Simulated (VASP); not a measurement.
Here is a VASP 6.6.1 calculation.

INCAR

```
ALGO     = Normal         # electronic algorithm
EDIFF    = 1E-6           # SCF threshold, eV
ENCUT    = 520            # plane-wave cutoff, eV
GGA      = CA             # functional
ISIF     = 2              # what is computed and relaxed
ISMEAR   = -1             # smearing method
LASPH    = T              # aspherical terms in the spheres
LCHARG   = F              # write CHGCAR
LREAL    = F              # projectors in reciprocal space
LWAVE    = F              # write WAVECAR
NBANDS   = 14             # bands
NELM     = 80             # most SCF steps
PREC     = Accurate       # precision mode
SIGMA    = 0.05           # smearing width, eV
```

The input KPOINTS:

```
k-points
0
Gamma
  12 12 12
```

Contents of POSCAR:

```
HfC
1.0
    0.0000000000      2.3715000000      2.3250000000
    2.3715000000      0.0000000000      2.3250000000
    2.3715000000      2.3715000000      0.0000000000
Hf C
1 1
Direct
    0.5000000000      0.5000000000      0.5000000000
    0.0000000000      0.0000000000      0.0000000000
```

Potentials or basis: VASP PAW LDA potentials, release 64 (Hf_pv, C).

The run is started by

```bash
$ cat potpaw_LDA.64/Hf_pv/POTCAR potpaw_LDA.64/C/POTCAR > POTCAR
$ mpirun -np 1 vasp_std > vasp.out
```

Problem. What does it give for the pressure?

Solution. -19.4 GPa.

Problem. Estimate the band gap on the k mesh.

Solution. Zero (band 7 reaches 6.60 eV, above the bottom of band 8 at 5.07 eV).

Stress tensor (GPa, compression positive):
```
-21.53   0.00   0.00
  0.00 -21.53   0.00
  0.00   0.00 -15.10
```

Caveat: the cell differs from its parent crystal (equal xx and yy strain of +2 %); spin-orbit coupling is left out, which moves the levels of the heavy elements.
